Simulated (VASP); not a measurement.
ErBe, 2 atoms in the cell. The structure is cubic, space group Pm-3m (No. 221). Conventional cell: a = 3.365 Å, b = 3.365 Å, c = 3.365 Å, α = 90.00°, β = 90.00°, γ = 90.00°. Er (site symmetry m-3m) has 8 Be at 2.91 Å and 6 Er at 3.37 Å within 3.8 Å. Within 3.8 Å of Be (site symmetry m-3m) lie 8 Er at 2.91 Å and 6 Be at 3.37 Å. The cell was built from a structure type or drawn by symmetry, and may not be a known phase.

```yaml
Program: VASP 6.6.1
Task: relaxation of cell and atoms
Functional: PBE
Potentials_or_basis: VASP PAW PBE potentials, release 64 (Er_3, Be), 4f in core
Cutoff: 600 eV
k_mesh: 14 × 14 × 14
Occupations: gaussian, width 0.1 eV
Spin: no spin polarisation
Dipole_correction: no
Mended: yes
Further_INCAR_settings: ALGO = Normal; EDIFF = 1e-07; IBRION = 2; EDIFFG = -0.01; NSW = 100; ISIF = 3
```

Potentials or basis: VASP PAW PBE potentials, release 64 (Er_3, Be), 4f in core.

The run is started by

```bash
$ cat potpaw_PBE.64/Er_3/POTCAR potpaw_PBE.64/Be/POTCAR > POTCAR
$ mpirun -np 1 vasp_std > vasp.out
```

Hardware: 1 thread of Intel(R) Xeon(R) Platinum 8259CL CPU @ 2.50GHz (Skylake/Cascade Lake), on a shared host.

Q: How long does it take, and how much memory?

A: It took 100 s on 1 thread of Intel(R) Xeon(R) Platinum 8259CL CPU @ 2.50GHz (Skylake/Cascade Lake) (shared host), peak memory 0.21 GiB. Counts: scf iterations 28, k points 120, ion steps 3.
